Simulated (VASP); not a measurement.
Write the native input for VASP 6.6.1 that does the following.

- Task: relaxation of cell and atoms
- Functional: PBE
- Potentials or basis: VASP PAW PBE potentials, release 64 (Zn, S)
- Cutoff: 600 eV
- k mesh: 9 × 9 × 6
- Occupations: gaussian, width 0.02 eV
- Spin: no spin polarisation
- Dipole correction: no
- Further INCAR settings: ALGO = Normal; EDIFF = 1e-06; IBRION = 2; EDIFFG = -0.002; NSW = 100; ISIF = 3

The structure of ZnS (pbe) lies in POSCAR:

```
ZnS
1.0
    3.8230000000      0.0000000000      0.0000000000
   -1.9115000000      3.3108151187      0.0000000000
    0.0000000000      0.0000000000      6.2610000000
Zn S
2 2
Direct
    0.3333333333      0.6666666667      0.0000000000
    0.6666666667      0.3333333333      0.5000000000
    0.3333333333      0.6666666667      0.3750000000
    0.6666666667      0.3333333333      0.8750000000
```

One way to write it, as run:

INCAR

```
SYSTEM = ZnS
  PREC = Accurate
  ENCUT = 600
  EDIFF = 1E-6
  ISMEAR = 0
  SIGMA = 0.02
  LREAL = .False.
  LASPH = .True.
  NELM = 80
  ALGO = Normal
  ISIF = 3
  LWAVE = .False.
  LCHARG = .False.
  GGA = PE
  IBRION = 2
  NSW = 100
  EDIFFG = -0.002
```

KPOINTS

```
Automatic mesh
0
Gamma
  9 9 6
  0 0 0
```

Potentials or basis: VASP PAW PBE potentials, release 64 (Zn, S).

The run is started by

```sh
$ cat potpaw_PBE.64/Zn/POTCAR potpaw_PBE.64/S/POTCAR > POTCAR
$ mpirun -np 1 vasp_std > vasp.out
```

It gave:

The relaxed volume is 20.22 Å³/atom. The relaxed cell is a = 3.847 Å, b = 3.847 Å, c = 6.309 Å, α = 90.00°, β = 90.00°, γ = 120.00°, the space group after relaxing (to 0.05 Å) is P6_3mc (No. 186) and the energy gained by relaxing is 1.9 meV/atom. The ionic steps are 6, the pressure after relaxing is 0.0 GPa and the band gap on the k mesh is 2.07 eV, direct.

Run time: 6.1 min on 1 thread of Intel Xeon 8259CL, with other jobs on the host, peak memory 0.28 GiB.
